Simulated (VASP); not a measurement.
# Ca (I4/mmm) in VASP: notebook

Runs on Ca. Level: PBEsol. Tasks: single point.

All numbers are computed with VASP 6.6.1; they aren't measurements. Logs are shortened: lines on timing, memory, paths and dates and some standing lists are left out, and cuts for length are marked.

## Step 1: The cell of the first run

It takes space group I4/mmm (No. 139, tetragonal). Conventional cell: a = 3.952 Å, b = 3.952 Å, c = 5.756 Å, α = 90.00°, β = 90.00°, γ = 90.00°. Within 5.2 Å of Ca (site symmetry 4/mmm) lie 12 Ca at 3.95 to 4.01 Å.

## Step 2: Single point, PBEsol (strain +0.0300 x Voigt [1, 0, 0, 0, 0, 0])

Input file INCAR:

```
PREC = Accurate
ENCUT = 520
EDIFF = 1E-6
ISMEAR = 0
SIGMA = 0.15
LREAL = F
LASPH = T
NELM = 80
ALGO = Fast
ISIF = 2
LWAVE = F
LCHARG = T
GGA = PS
LELF = T
LVHAR = T
NBANDS = 11
```

Input file KPOINTS:

```
regular mesh
0
Gamma
  14 14 14
```

Input file POSCAR:

```
Ca
1.0
    0.0000000000      2.7942000000      2.7942000000
    2.8780260000      0.0000000000      2.7942000000
    2.8780260000      2.7942000000      0.0000000000
Ca
1
Direct
    0.0000000000      0.0000000000      0.0000000000
```

Potentials or basis: VASP PAW PBE potentials, release 64 (Ca_sv).

Run with:

```sh
cat potpaw_PBE.64/Ca_sv/POTCAR > POTCAR
mpirun -np 1 vasp_std > vasp.out
```

OUTCAR:

```text
PREC = Accurate
   ENCUT = 520
   EDIFF = 1E-6
   ISMEAR = 0
   LREAL = F
   LASPH = T
   NELM = 80
   ISIF = 2
   GGA = PS

 ion  position               nearest neighbor table
   1  0.000  0.000  0.000-

  LATTYP: Found a body centered tetragonal cell.
 ALAT       =     3.9515955360
 C/A-ratio  =     1.4566399692

  Lattice vectors:

 A1 = (   2.8780260000,   0.0000000000,   2.7942000000)
 A2 = (   2.8780260000,   0.0000000000,  -2.7942000000)
 A3 = (  -2.8780260000,   2.7942000000,   0.0000000000)

Analysis of symmetry for initial positions (statically):
=====================================================================
 Subroutine PRICEL returns:
 Original cell was already a primitive cell.

 Routine SETGRP: Setting up the symmetry group for a
 body centered tetragonal supercell.

 Subroutine GETGRP returns: Found 16 space group operations
 (whereof 16 operations were pure point group operations)
 out of a pool of 16 trial point group operations.

The static configuration has the point symmetry D_4h.

Analysis of symmetry for dynamics (positions and initial velocities):
=====================================================================
 Subroutine PRICEL returns:
 Original cell was already a primitive cell.

 Routine SETGRP: Setting up the symmetry group for a
 body centered tetragonal supercell.

 Subroutine GETGRP returns: Found 16 space group operations
 (whereof 16 operations were pure point group operations)
 out of a pool of 16 trial point group operations.

The dynamic configuration has the point symmetry D_4h.

 Subroutine INISYM returns: Found 16 space group operations
 (whereof 16 operations are pure point group operations),
 and found     1 'primitive' translations

----------------------------------------------------------------------------------------

                                     Primitive cell

  volume of cell :      44.9407

  direct lattice vectors                    reciprocal lattice vectors
     0.000000000  2.794200000  2.794200000    -0.173730189  0.178942094  0.178942094
     2.878026000  0.000000000  2.794200000     0.173730189 -0.178942094  0.178942094
     2.878026000  2.794200000  0.000000000     0.173730189  0.178942094 -0.178942094

  length of vectors
     3.951595536  4.011307430  4.011307430     0.306957203  0.306957203  0.306957203

  position of ions in fractional coordinates (direct lattice)
     0.000000000  0.000000000  0.000000000

  ion indices of the primitive-cell ions
[... 75 lines left out ...]
   LREAL  =      F    real-space projection
   EDIFFG = 0.1E-04   stopping-criterion for IOM
   NSW    =      0    number of steps for IOM
   IBRION =     -1    ionic relax: 0-MD 1-quasi-New 2-CG
   NFREE  =      0    steps in history (QN), initial steepest desc. (CG)
   ISIF   =      2    stress and relaxation
   ISYM   =      2    0-nonsym 1-usesym 2-fastsym
   POTIM  = 0.5000    time-step for ionic-motion
   TEBEG  =    0.0;   TEEND  =   0.0 temperature during run
   PSTRESS=    0.0 pullay stress
   NELECT =      10.0000    total number of electrons
   NUPDOWN=      -1.0000    fix difference up-down
   EMIN   =  10.00;   EMAX   =-10.00  energy-range for DOS
   EFERMI =   0.00;   METHOD = LEGACY
   ISMEAR =     0;   SIGMA  =   0.15  broadening in eV -4-tet -1-fermi 0-gaus
   EFERMI_NEDOS =   21; number of points for ismear=-14 and -15
   IALGO  =     68    algorithm
   IMIX   =      4    mixing-type and parameters
     AMIX     =   0.40;   BMIX     =  1.00
     AMIX_MAG =   1.60;   BMIX_MAG =  1.00
  volume/ion in A,a.u.               =      44.94       303.27
  Fermi-wavevector in a.u.,A,eV,Ry     =   0.992038  1.874680 13.390027  0.984139
  Thomas-Fermi vector in A             =   2.123822
   LORBIT       =      0    0 simple, 1 ext, 2 COOP (PROOUT), +10 PAW based schemes
   GGA     = PS    functional components
   LHFCALC =     F    Hartree Fock is set to
   AEXX    =    0.0000 exact exchange contribution
   IVDW    =     0    specifies the selected vdW correction
   LEPSILON=     F    determine dielectric tensor
   LRPA    =     F    only Hartree local field effects (RPA)
 non-spin polarized calculation
 RMM-DIIS sequential band-by-band and
 Gauss-broadening in eV      SIGMA  =   0.15
  energy-cutoff  :      520.00
  volume of cell :       44.94
 maximum number of plane-waves:      1247
 NGX is ok and might be reduce to    30
   NGX = 15   NGY = 15   NGZ = 15

 number of electron      10.0000000 magnetization

 Free energy of the ion-electron system (eV)
  ---------------------------------------------------
  ext. energy  EPLUGINS =         0.00000000
  ---------------------------------------------------
  free energy    TOTEN  =        -2.11922732 eV

  energy without entropy =       -2.10429926  energy(sigma->0) =       -2.11176329

 E-fermi :   1.6486     XC(G=0):  -7.6135

 val. band max:        1.6463599521   @ k =  -0.3571   0.2143   0.1429
 cond. band min:       1.6567459832   @ k =   0.5000   0.0714   0.0714
 fundamental gap:      0.0103860311
 Fermi energy:         1.6486050592

 k-point     1 :       0.0000    0.0000    0.0000
  band No.  band energies     occupation
      1     -40.3410      2.00000
      2     -21.3405      2.00000
      3     -21.3385      2.00000
      4     -21.3385      2.00000
      5      -2.2690      2.00000
      6       3.8084      0.00000
      7       3.9373      0.00000
      8       3.9373      0.00000
      9       4.8058      0.00000
     10       4.9712      0.00000
     11      10.5194      0.00000
[... 309 lines left out ...]
 k-point    24 :       0.2857    0.1429    0.0000
  band No.  band energies     occupation
      1     -40.3347      2.00000
      2     -21.3951      2.00000
      3     -21.3558      2.00000
      4     -21.3532      2.00000
      5      -1.0937      2.00000
      6       2.9924      0.00000
      7       3.8983      0.00000
      8       4.1549      0.00000
      9       4.5855      0.00000
     10       5.1535      0.00000
     11       8.9131      0.00000

 [... further k-points ...]
[... 5 lines left out ...]
  --------------------------------------------------------------------------------------
  -------------------------------------------------------------------------------------
  Total       -0.4794598     -0.4076138     -0.4076138      0.0000000      0.0000000      0.0000000
  in kB      -17.0931894    -14.5318138    -14.5318138      0.0000000      0.0000000      0.0000000
  external PRESSURE =     -15.3856057 kB  Pullay stress =       0.0000000 kB

 VOLUME and BASIS-vectors are now :
 -----------------------------------------------------------------------------
  energy-cutoff  :      520.00
  volume of cell :       44.94
      direct lattice vectors                 reciprocal lattice vectors
     0.000000000  2.794200000  2.794200000    -0.173730189  0.178942094  0.178942094
     2.878026000  0.000000000  2.794200000     0.173730189 -0.178942094  0.178942094
     2.878026000  2.794200000  0.000000000     0.173730189  0.178942094 -0.178942094

 POSITION                                       TOTAL-FORCE (eV/Angst)
 -----------------------------------------------------------------------------------
      0.00000      0.00000      0.00000        -0.000000     -0.000000      0.000000
 -----------------------------------------------------------------------------------
    total drift:                               -0.000000     -0.000000      0.000000

  FREE ENERGIE OF THE ION-ELECTRON SYSTEM (eV)
  ---------------------------------------------------
  free  energy   TOTEN  =        -2.1192273210 eV

  energy  without entropy=       -2.1042992586  energy(sigma->0) =       -2.11176329
```

OSZICAR:

```text
N       E                     dE             d eps       ncg     rms          rms(c)
DAV:   1     0.665989770311E+02    0.66599E+02   -0.49633E+03  5368   0.813E+02
DAV:   2    -0.577133361613E+00   -0.67176E+02   -0.66579E+02  5956   0.208E+02
DAV:   3    -0.205257838919E+01   -0.14754E+01   -0.14574E+01  7920   0.306E+01
DAV:   4    -0.212299192016E+01   -0.70414E-01   -0.70096E-01  7139   0.525E+00
DAV:   5    -0.212423802671E+01   -0.12461E-02   -0.12459E-02  7545   0.628E-01    0.233E+00
RMM:   6    -0.212092822606E+01    0.33098E-02   -0.61117E-03  5766   0.988E-01    0.143E+00
RMM:   7    -0.211911226361E+01    0.18160E-02   -0.20123E-02  6100   0.188E+00    0.108E-01
RMM:   8    -0.211914159596E+01   -0.29332E-04   -0.35619E-03  6629   0.524E-01    0.270E-02
RMM:   9    -0.211919941843E+01   -0.57822E-04   -0.81211E-04  7613   0.231E-01    0.291E-02
RMM:  10    -0.211922551020E+01   -0.26092E-04   -0.13007E-04  8172   0.996E-02    0.276E-02
RMM:  11    -0.211922546289E+01    0.47312E-07   -0.89865E-05  7678   0.822E-02    0.194E-02
RMM:  12    -0.211922658136E+01   -0.11185E-05   -0.13794E-05  8048   0.316E-02    0.126E-02
RMM:  13    -0.211922732101E+01   -0.73965E-06   -0.26196E-06  6414   0.145E-02
   1 F= -.21192273E+01 E0= -.21117633E+01  d E =-.149281E-01
```

stdout:

```text
POSCAR found type information on POSCAR Ca
 POSCAR found :  1 types and       1 ions
 scaLAPACK will be used
 -----------------------------------------------------------------------------
|                                                                             |
|                                                                             |
|     You enforced a specific xc type in the INCAR file but a different       |
|     I HOPE YOU KNOW WHAT YOU ARE DOING!                                     |
|                                                                             |
 -----------------------------------------------------------------------------

 LDA part: xc-table for (Slater+PW92), standard interpolation
 POSCAR, INCAR and KPOINTS ok, starting setup
 FFT: planning ... GRIDC
 FFT: planning ... GRID_SOFT
 FFT: planning ... GRID
 WAVECAR not read
 entering main loop
WARNING in EDDRMM: call to ZHEGV failed, returncode =   6  3     10
WARNING in EDDRMM: call to ZHEGV failed, returncode =   6  3      7
WARNING in EDDRMM: call to ZHEGV failed, returncode =   8  4      5
```

It took 60 s on 1 thread of Intel Xeon 6975P-C (Granite Rapids), shared host; peak memory 0.25 GiB.

Results:

```
Free energy            : -2.1192 eV
Pressure               : -1.5 GPa
Band gap on the k mesh : zero (band 5 reaches 1.86 eV, above the bottom of band 6 at 1.45 eV)
```

Stress tensor (GPa, compression positive):
```
-1.71  0.00  0.00
 0.00 -1.45  0.00
 0.00  0.00 -1.45
```

Caveat: the cell differs from its parent crystal (strain +0.0300 x Voigt [1, 0, 0, 0, 0, 0]); the PAW data sets were made with another functional, which shifts forces and pressure a little.

[end of part 1 of 2]
